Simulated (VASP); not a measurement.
Input of a VASP 6.6.1 run:

Contents of INCAR:

```
SYSTEM = Al3B2W
PREC = Accurate
ENCUT = 520
EDIFF = 1E-7
ISMEAR = 0
SIGMA = 0.2
LREAL = .False.
LASPH = .True.
NELM = 100
ALGO = Fast
ISIF = 2
LWAVE = .False.
LCHARG = .False.
GGA = PE
NBANDS = 41
```

The input KPOINTS:

```
Automatic mesh
0
Gamma
  8 4 4
  0 0 0
```

POSCAR

```
Al3B2W
1.0
   -3.1245393016      0.0000100207      0.0000289508
    0.0009708572     -6.4960592691      0.0044905639
    0.0006140047      1.6191555082      6.9670333872
Al B W
6 4 2
Direct
    1.0000013153      0.0994023634      0.3973619505
    1.0000098145      0.5993910113      0.3973322404
    0.4999983612      0.4000984209      0.5999543376
    0.4999937948      0.9000711664      0.5999493256
    0.4999843591      0.2933285627      0.1738005048
    0.4999823494      0.7933382167      0.1737960959
    1.0000086058      0.0171078787      0.0692748704
    1.0000034382      0.5170940097      0.0692655163
    0.5000011015      0.4839810287      0.9357445054
    0.5000025935      0.9839928957      0.9357538030
    1.0000027364      0.2060885004      0.8238747824
    1.0000115301      0.7061059454      0.8238920679
```

Potentials or basis: VASP PAW PBE potentials, release 64 (Al, B, W_sv).

Run with:

```sh
$ cat potpaw_PBE.64/Al/POTCAR potpaw_PBE.64/B/POTCAR potpaw_PBE.64/W_sv/POTCAR > POTCAR
$ mpirun -np 1 vasp_std > vasp.out
```

Problem. Predict the pressure.

Solution. 0.0 GPa.

Problem. What does it give for the band gap on the k mesh?

Solution. Zero (band 29 reaches 10.80 eV, above the bottom of band 30 at 9.33 eV).

Forces on the atoms (eV/Å):
```
Al   0.000  0.001 -0.005
Al   0.000  0.001 -0.004
Al   0.000  0.000 -0.004
Al   0.000  0.000 -0.004
Al   0.000  0.001  0.005
Al   0.000  0.001  0.005
B    0.000  0.000  0.013
B    0.000  0.000  0.013
B    0.000 -0.002  0.011
B    0.000 -0.002  0.011
W    0.000 -0.001 -0.021
W    0.000 -0.001 -0.022
```

Caveat: spin-orbit coupling is left out, which moves the levels of the heavy elements.
